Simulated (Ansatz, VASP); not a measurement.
**MgS in VASP and in Ansatz**

```
Mg S
1.0
     0.00000    2.64124    2.59940
     2.64124    0.00000    2.59940
     2.64124    2.64124    0.00000
Mg S
1 1
Direct
  0.00000 0.00000 0.00000
  0.50000 0.50000 0.50000
```

Change from the starting cell: strained cell.

Alike in both runs: functional PBE; k mesh 6 × 6 × 6; occupations gaussian, width 0.02 eV; no spin polarisation.

Ansatz relaxed the structure, and its values are those at the end. VASP's run is a single point on that final structure, the one shown.

```csv
,VASP,Ansatz
version,VASP 6.6.1,Ansatz 0.2.0
potentials or method,"VASP PAW PBE potentials, release 64 (Mg, S), cutoff 600 eV","scalar-relativistic, plane waves, PAW"
valence electrons in the cell,8,16
```

VASP gave:

| Quantity | Value |
| --- | --- |
| gap on the k mesh at the Fermi level (eV) | 2.64 |
| least direct gap on the mesh (eV) | 3.46 |
| pressure (GPa) | -1.2 |

What did Ansatz give for the same quantities?

gap on the k mesh at the Fermi level (eV): 2.65; least direct gap on the mesh (eV): 3.47; pressure (GPa): -1.0.

The functional is the same, so the differences come from potentials, cutoffs and numerics. VASP's potentials hold 8 valence electrons a cell and Ansatz's 16, so a difference there can come from the potentials and not from the codes. Ansatz's warnings: stress scf threshold loose.
